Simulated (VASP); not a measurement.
Set up this calculation in VASP 6.6.1, as the native input.

| Property | Result |
| --- | --- |
| Task | single point |
| Functional | PBEsol |
| Potentials or basis | VASP PAW PBE potentials, release 64 (Ti_sv, N, H) |
| Cutoff | 520 eV |
| k mesh | 10 × 10 × 1 |
| Occupations | gaussian, width 0.1 eV |
| Spin | no spin polarisation |
| Dipole correction | yes |
| Further INCAR settings | ALGO = Normal; EDIFF = 1e-06; NBANDS = 44 |

The structure of Ti4HN4 lies in POSCAR:

```
Ti4HN4
1.0
    2.9726300482      0.0000000000      0.0000000000
    0.0000000000      2.9726300482      0.0000000000
    0.0000000000      0.0000000000     25.3059005950
Ti N H
4 4 1
Direct
    0.5000000000      0.5000000000      0.3358900414
    0.0000000000      0.0000000000      0.4189523635
    0.4937321695      0.5062678305      0.5025587465
   -0.0136284205      0.0136284205      0.5896277260
    0.0000000000      0.0000000000      0.3358900414
    0.5000000000      0.5000000000      0.4189523635
   -0.0033096055      0.0033096055      0.5032826831
    0.5005944302      0.4994055698      0.5834032326
    0.1223489675      0.8776510325      0.6540801957
```

The input as run:

INCAR

```
  PREC = Accurate
  ENCUT = 520
  EDIFF = 1E-6
  ISMEAR = 0
  SIGMA = 0.1
  LREAL = F
  LASPH = T
  NELM = 60
  ALGO = Normal
  ISIF = 2
  LWAVE = F
  LCHARG = F
  LDIPOL = T
  IDIPOL = 3
  DIPOL = 0.5 0.5 0.483
  GGA = PS
  NBANDS = 44
```

KPOINTS

```
regular mesh
0
Gamma
  10 10 1
```

Potentials or basis: VASP PAW PBE potentials, release 64 (Ti_sv, N, H).

Launch:

```console
$ cat potpaw_PBE.64/Ti_sv/POTCAR potpaw_PBE.64/N/POTCAR potpaw_PBE.64/H/POTCAR > POTCAR
$ mpirun -np 1 vasp_std > vasp.out
```

It gave:

```
Largest force          : 2.157 eV/Å
Band gap on the k mesh : zero (an odd number of electrons rules out a gap without spin polarisation)
```

Caveat: the PAW data sets were made with another functional, which shifts forces and pressure a little.

It took 5.8 min on 1 thread of AMD EPYC 9R45 96-Core Processor (Zen 5), with other jobs on the host, peak memory 0.45 GiB.
